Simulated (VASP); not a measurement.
# SnMo (F-43m) in VASP: further runs

SnMo is run at these levels: PBE; tasks: single point, relaxation of cell and atoms.

All numbers are computed with VASP 6.6.1; they aren't measurements. Logs are shortened: lines on timing, memory, paths and dates and some standing lists are left out, and cuts for length are marked.

## Step 1: The cell of the first run

It takes space group F-43m (No. 216, cubic). The conventional cell has a = 5.654 Å, b = 5.654 Å, c = 5.654 Å, α = 90.00°, β = 90.00°, γ = 90.00°. Sn (site symmetry -43m) has 4 Mo at 2.45 Å within 3.2 Å. Mo (site symmetry -43m) has 4 Sn at 2.45 Å within 3.2 Å.

## Step 2: Single point, PBE

Contents of INCAR:

```
PREC = Accurate ; ENCUT = 520
EDIFF = 1E-6 ; ISMEAR = 0
SIGMA = 0.1 ; LREAL = False
LASPH = True ; NELM = 100
ALGO = Normal ; ISIF = 2
LWAVE = False ; LCHARG = False
GGA = PE ; NBANDS = 21
```

Contents of KPOINTS:

```
Automatic mesh
0
Gamma
  6 6 6
```

Contents of POSCAR:

```
SnMo
1.0
    0.0000000000      2.8268332103      2.8268332103
    2.8268332103      0.0000000000      2.8268332103
    2.8268332103      2.8268332103      0.0000000000
Sn Mo
1 1
Direct
    0.0000000000      0.0000000000      0.0000000000
    0.7500000000      0.7500000000      0.7500000000
```

Potentials or basis: VASP PAW PBE potentials, release 64 (Sn_d, Mo_sv).

On the command line:

```
cat potpaw_PBE.64/Sn_d/POTCAR potpaw_PBE.64/Mo_sv/POTCAR > POTCAR
mpirun -np 1 vasp_std > vasp.out
```

OUTCAR:

```text
PREC = Accurate
   ENCUT = 520
   EDIFF = 1E-6
   ISMEAR = 0
   LREAL = False
   LASPH = True
   NELM = 100
   ISIF = 2
   GGA = PE

 ion  position               nearest neighbor table
   1  0.000  0.000  0.000-   2 2.45   2 2.45   2 2.45   2 2.45
   2  0.750  0.750  0.750-   1 2.45   1 2.45   1 2.45   1 2.45

  LATTYP: Found a face centered cubic cell.
 ALAT       =     5.6536664206

  Lattice vectors:

 A1 = (   0.0000000000,   2.8268332103,   2.8268332103)
 A2 = (   2.8268332103,   0.0000000000,   2.8268332103)
 A3 = (   2.8268332103,   2.8268332103,   0.0000000000)

Analysis of symmetry for initial positions (statically):
=====================================================================
 Subroutine PRICEL returns:
 Original cell was already a primitive cell.

 Routine SETGRP: Setting up the symmetry group for a
 face centered cubic supercell.

 Subroutine GETGRP returns: Found 24 space group operations
 (whereof 24 operations were pure point group operations)
 out of a pool of 48 trial point group operations.

The static configuration has the point symmetry T_d .

Analysis of symmetry for dynamics (positions and initial velocities):
=====================================================================
 Subroutine PRICEL returns:
 Original cell was already a primitive cell.

 Routine SETGRP: Setting up the symmetry group for a
 face centered cubic supercell.

 Subroutine GETGRP returns: Found 24 space group operations
 (whereof 24 operations were pure point group operations)
 out of a pool of 48 trial point group operations.

The dynamic configuration has the point symmetry T_d .

 Subroutine INISYM returns: Found 24 space group operations
 (whereof 24 operations are pure point group operations),
 and found     1 'primitive' translations

----------------------------------------------------------------------------------------

                                     Primitive cell

  volume of cell :      45.1784

  direct lattice vectors                    reciprocal lattice vectors
     0.000000000  2.826833210  2.826833210    -0.176876371  0.176876371  0.176876371
     2.826833210  0.000000000  2.826833210     0.176876371 -0.176876371  0.176876371
     2.826833210  2.826833210  0.000000000     0.176876371  0.176876371 -0.176876371

  length of vectors
     3.997745865  3.997745865  3.997745865     0.306358861  0.306358861  0.306358861

  position of ions in fractional coordinates (direct lattice)
     0.000000000  0.000000000  0.000000000
     0.750000000  0.750000000  0.750000000

  ion indices of the primitive-cell ions
   primitive index   ion index
                 1           1
                 2           2

----------------------------------------------------------------------------------------

 KPOINTS: Automatic mesh

Automatic generation of k-mesh.
 Grid dimensions read from file:
 generate k-points for:    6    6    6

 Generating k-lattice:

  Cartesian coordinates                     Fractional coordinates (reciprocal lattice)
    -0.029479395  0.029479395  0.029479395     0.166666667  0.000000000  0.000000000
     0.029479395 -0.029479395  0.029479395     0.000000000  0.166666667  0.000000000
     0.029479395  0.029479395 -0.029479395     0.000000000  0.000000000  0.166666667

  Length of vectors
     0.051059810  0.051059810  0.051059810

  Shift w.r.t. Gamma in fractional coordinates (k-lattice)
     0.000000000  0.000000000  0.000000000

 Subroutine IBZKPT returns following result:
 ===========================================

 Found     16 irreducible k-points:

 Following reciprocal coordinates:
            Coordinates               Weight
  0.000000  0.000000  0.000000      1.000000
  0.166667  0.000000  0.000000      8.000000
  0.333333  0.000000  0.000000      8.000000
  0.500000  0.000000  0.000000      4.000000
  0.166667  0.166667  0.000000      6.000000
  0.333333  0.166667  0.000000     24.000000
[... 8 lines left out ...]
 -0.333333  0.333333  0.166667     24.000000
 -0.333333  0.500000  0.166667     12.000000
   k-points           NKPTS =     16   k-points in BZ     NKDIM =     16   number of bands    NBANDS=     21
   number of dos      NEDOS =    301   number of ions     NIONS =      2
   total plane-waves  NPLWV =  27000
   dimension x,y,z NGX =    30 NGY =   30 NGZ =   30
   dimension x,y,z NGXF=    60 NGYF=   60 NGZF=   60
   ions per type =               1   1
   NGX,Y,Z   is equivalent  to a cutoff of  12.48, 12.48, 12.48 a.u.
   NGXF,Y,Z  is equivalent  to a cutoff of  24.95, 24.95, 24.95 a.u.
 SYSTEM =  unknown system
   PREC   = accura    normal or accurate (medium, high low for compatibility)
   ISTART =      0    job   : 0-new  1-cont  2-samecut
   ICHARG =      2    charge: 1-file 2-atom 10-const
   ISPIN  =      1    spin polarized calculation?
   LNONCOLLINEAR =      F non collinear calculations
   LSORBIT =      F    spin-orbit coupling
   LASPH  =      T    aspherical Exc in radial PAW
   ENCUT  =  520.0 eV  38.22 Ry    6.18 a.u.   7.43  7.43  7.43*2*pi/ulx,y,z
   NELM   =    100;   NELMIN=  2; NELMDL= -5     # of ELM steps
   EDIFF  = 0.1E-05   stopping-criterion for ELM
   LREAL  =      F    real-space projection
   EDIFFG = 0.1E-04   stopping-criterion for IOM
   NSW    =      0    number of steps for IOM
   IBRION =     -1    ionic relax: 0-MD 1-quasi-New 2-CG
   NFREE  =      0    steps in history (QN), initial steepest desc. (CG)
   ISIF   =      2    stress and relaxation
   ISYM   =      2    0-nonsym 1-usesym 2-fastsym
   POTIM  = 0.5000    time-step for ionic-motion
   TEBEG  =    0.0;   TEEND  =   0.0 temperature during run
   PSTRESS=    0.0 pullay stress
   NELECT =      28.0000    total number of electrons
   NUPDOWN=      -1.0000    fix difference up-down
   EMIN   =  10.00;   EMAX   =-10.00  energy-range for DOS
   EFERMI =   0.00;   METHOD = LEGACY
   ISMEAR =     0;   SIGMA  =   0.10  broadening in eV -4-tet -1-fermi 0-gaus
   EFERMI_NEDOS =   21; number of points for ismear=-14 and -15
   IALGO  =     38    algorithm
   IMIX   =      4    mixing-type and parameters
     AMIX     =   0.40;   BMIX     =  1.00
     AMIX_MAG =   1.60;   BMIX_MAG =  1.00
  volume/ion in A,a.u.               =      22.59       152.44
  Fermi-wavevector in a.u.,A,eV,Ry     =   1.395781  2.637644 26.506938  1.948205
  Thomas-Fermi vector in A             =   2.519199
   LORBIT       =      0    0 simple, 1 ext, 2 COOP (PROOUT), +10 PAW based schemes
   GGA     = PE    functional components
   LHFCALC =     F    Hartree Fock is set to
   AEXX    =    0.0000 exact exchange contribution
   IVDW    =     0    specifies the selected vdW correction
   LEPSILON=     F    determine dielectric tensor
   LRPA    =     F    only Hartree local field effects (RPA)
 non-spin polarized calculation
 Gauss-broadening in eV      SIGMA  =   0.10
  energy-cutoff  :      520.00
  volume of cell :       45.18
 maximum number of plane-waves:      1243
 NGX is ok and might be reduce to    30
   NGX = 15   NGY = 15   NGZ = 15

 number of electron      28.0000002 magnetization

 Free energy of the ion-electron system (eV)
  ---------------------------------------------------
  ext. energy  EPLUGINS =         0.00000000
  ---------------------------------------------------
  free energy    TOTEN  =       -10.21628189 eV

  energy without entropy =      -10.20078423  energy(sigma->0) =      -10.20853306

 E-fermi :   8.1675     XC(G=0): -10.9629

 val. band max:        8.1351578738   @ k =   0.3333   0.0000   0.0000
 cond. band min:       8.1798362966   @ k =   0.1667   0.1667   0.0000
 fundamental gap:      0.0446784228
 Fermi energy:         8.1674731678

 k-point     1 :       0.0000    0.0000    0.0000
  band No.  band energies     occupation
      1     -52.2820      2.00000
      2     -26.5173      2.00000
      3     -26.5173      2.00000
      4     -26.5173      2.00000
      5     -12.5191      2.00000
      6     -12.5191      2.00000
[... 13 lines left out ...]
     20      17.8275      0.00000
     21      17.8275      0.00000

 k-point     2 :       0.1667    0.0000    0.0000
  band No.  band energies     occupation
      1     -52.2814      2.00000
      2     -26.5237      2.00000
      3     -26.5174      2.00000
      4     -26.5174      2.00000
      5     -12.5380      2.00000
      6     -12.5342      2.00000
[... 13 lines left out ...]
     20      17.3092      0.00000
     21      17.9940      0.00000

 k-point     3 :       0.3333    0.0000    0.0000
  band No.  band energies     occupation
      1     -52.2800      2.00000
      2     -26.5363      2.00000
      3     -26.5175      2.00000
      4     -26.5175      2.00000
      5     -12.5766      2.00000
      6     -12.5423      2.00000
[... 13 lines left out ...]
     20      18.6918      0.00000
     21      18.6922      0.00000

 k-point     4 :       0.5000    0.0000    0.0000
  band No.  band energies     occupation
      1     -52.2794      2.00000
      2     -26.5426      2.00000
      3     -26.5176      2.00000
      4     -26.5176      2.00000
      5     -12.5962      2.00000
      6     -12.5419      2.00000
[... 13 lines left out ...]
     20      18.9900      0.00000
     21      18.9900      0.00000

 k-point     5 :       0.1667    0.1667    0.0000
  band No.  band energies     occupation
      1     -52.2811      2.00000
      2     -26.5248      2.00000
      3     -26.5179      2.00000
      4     -26.5179      2.00000
      5     -12.5573      2.00000
      6     -12.5273      2.00000
[... 13 lines left out ...]
     20      16.2702      0.00000
     21      18.7573      0.00000

 k-point     6 :       0.3333    0.1667    0.0000
  band No.  band energies     occupation
      1     -52.2800      2.00000
      2     -26.5337      2.00000
      3     -26.5193      2.00000
      4     -26.5183      2.00000
      5     -12.5759      2.00000
      6     -12.5505      2.00000
[... 13 lines left out ...]
     20      17.4654      0.00000
     21      19.0947      0.00000

 k-point     7 :       0.5000    0.1667    0.0000
  band No.  band energies     occupation
      1     -52.2792      2.00000
      2     -26.5398      2.00000
      3     -26.5220      2.00000
      4     -26.5181      2.00000
      5     -12.5919      2.00000
      6     -12.5613      2.00000
[... 13 lines left out ...]
     20      19.1337      0.00000
     21      19.5733      0.00000

 k-point     8 :      -0.3333    0.1667    0.0000
  band No.  band energies     occupation
      1     -52.2794      2.00000
      2     -26.5374      2.00000
      3     -26.5228      2.00000
      4     -26.5176      2.00000
      5     -12.5854      2.00000
      6     -12.5541      2.00000
[... 13 lines left out ...]
     20      18.5388      0.00000
     21      19.3412      0.00000

 k-point     9 :      -0.1667    0.1667    0.0000
  band No.  band energies     occupation
      1     -52.2805      2.00000
      2     -26.5298      2.00000
      3     -26.5200      2.00000
      4     -26.5172      2.00000
      5     -12.5585      2.00000
      6     -12.5506      2.00000
[... 13 lines left out ...]
     20      16.7222      0.00000
     21      18.6016      0.00000

 k-point    10 :       0.3333    0.3333    0.0000
  band No.  band energies     occupation
      1     -52.2794      2.00000
      2     -26.5394      2.00000
      3     -26.5191      2.00000
      4     -26.5191      2.00000
      5     -12.5963      2.00000
      6     -12.5441      2.00000
[... 13 lines left out ...]
     20      16.5632      0.00000
     21      21.2281      0.00000

 k-point    11 :       0.5000    0.3333    0.0000
  band No.  band energies     occupation
      1     -52.2787      2.00000
      2     -26.5419      2.00000
      3     -26.5228      2.00000
      4     -26.5192      2.00000
      5     -12.6005      2.00000
      6     -12.5652      2.00000
[... 13 lines left out ...]
     20      17.4979      0.00000
     21      21.1428      0.00000

 k-point    12 :      -0.3333    0.3333    0.0000
  band No.  band energies     occupation
      1     -52.2787      2.00000
      2     -26.5352      2.00000
      3     -26.5304      2.00000
      4     -26.5184      2.00000
      5     -12.5892      2.00000
      6     -12.5780      2.00000
[... 13 lines left out ...]
     20      19.5776      0.00000
     21      20.2004      0.00000

 k-point    13 :       0.5000    0.5000    0.0000
  band No.  band energies     occupation
      1     -52.2785      2.00000
      2     -26.5465      2.00000
      3     -26.5198      2.00000
      4     -26.5198      2.00000
      5     -12.6106      2.00000
      6     -12.5528      2.00000
[... 13 lines left out ...]
     20      16.6389      0.00000
     21      22.4347      0.00000

 k-point    14 :       0.5000    0.3333    0.1667
  band No.  band energies     occupation
      1     -52.2792      2.00000
      2     -26.5370      2.00000
      3     -26.5242      2.00000
      4     -26.5186      2.00000
      5     -12.5873      2.00000
      6     -12.5608      2.00000
[... 13 lines left out ...]
     20      17.4536      0.00000
     21      19.3787      0.00000

 k-point    15 :      -0.3333    0.3333    0.1667
  band No.  band energies     occupation
      1     -52.2787      2.00000
      2     -26.5361      2.00000
      3     -26.5289      2.00000
      4     -26.5189      2.00000
      5     -12.5896      2.00000
      6     -12.5730      2.00000
[... 13 lines left out ...]
     20      18.6819      0.00000
     21      20.3947      0.00000

 k-point    16 :      -0.3333    0.5000    0.1667
  band No.  band energies     occupation
      1     -52.2785      2.00000
      2     -26.5400      2.00000
      3     -26.5263      2.00000
      4     -26.5198      2.00000
      5     -12.5972      2.00000
      6     -12.5682      2.00000
[... 13 lines left out ...]
     20      17.5479      0.00000
     21      20.0756      0.00000

------------------------ aborting loop because EDIFF is reached ----------------------------------------

  FORCE on cell =-STRESS in cart. coord.  units (eV):
  Direction    XX          YY          ZZ          XY          YZ          ZX
  --------------------------------------------------------------------------------------
  -------------------------------------------------------------------------------------
  Total        8.8721161      8.8721161      8.8721161      0.0000000      0.0000000      0.0000000
  in kB      314.6351556    314.6351556    314.6351556      0.0000000      0.0000000      0.0000000
  external PRESSURE =     314.6351556 kB  Pullay stress =       0.0000000 kB

 VOLUME and BASIS-vectors are now :
 -----------------------------------------------------------------------------
  energy-cutoff  :      520.00
  volume of cell :       45.18
      direct lattice vectors                 reciprocal lattice vectors
     0.000000000  2.826833210  2.826833210    -0.176876371  0.176876371  0.176876371
     2.826833210  0.000000000  2.826833210     0.176876371 -0.176876371  0.176876371
     2.826833210  2.826833210  0.000000000     0.176876371  0.176876371 -0.176876371

 POSITION                                       TOTAL-FORCE (eV/Angst)
 -----------------------------------------------------------------------------------
      0.00000      0.00000      0.00000        -0.000000     -0.000000     -0.000000
      4.24025      4.24025      4.24025         0.000000      0.000000      0.000000
 -----------------------------------------------------------------------------------
    total drift:                               -0.000001     -0.000001     -0.000001

  FREE ENERGIE OF THE ION-ELECTRON SYSTEM (eV)
  ---------------------------------------------------
  free  energy   TOTEN  =       -10.2162818934 eV

  energy  without entropy=      -10.2007842274  energy(sigma->0) =      -10.20853306
```

It took 28 s on 1 thread of Intel Xeon 8259CL, shared host; peak memory 0.17 GiB.

Results:

- Free energy: -10.2163 eV
- Pressure: 31.5 GPa
- Band gap on the k mesh: zero (band 14 reaches 8.38 eV, above the bottom of band 15 at 8.03 eV)

Levels at points of the mesh, in eV from the Fermi level:
| k point | band 12 | band 13 | band 14 | band 15 | band 16 | band 17 |
| --- | --- | --- | --- | --- | --- | --- |
| (0.00, 0.00, 0.00) | -2.39 | -2.39 | -0.05 | -0.05 | 6.38 | 8.18 |
| (0.50, 0.00, 0.00) | -2.03 | -2.03 | 0.21 | 0.21 | 0.85 | 5.28 |
| (0.50, 0.50, 0.00) | -0.84 | -0.49 | -0.49 | 0.21 | 1.49 | 1.80 |

Caveat: spin-orbit coupling is left out, which moves the levels of the heavy elements.

(Part 1 of 3 ends here.)
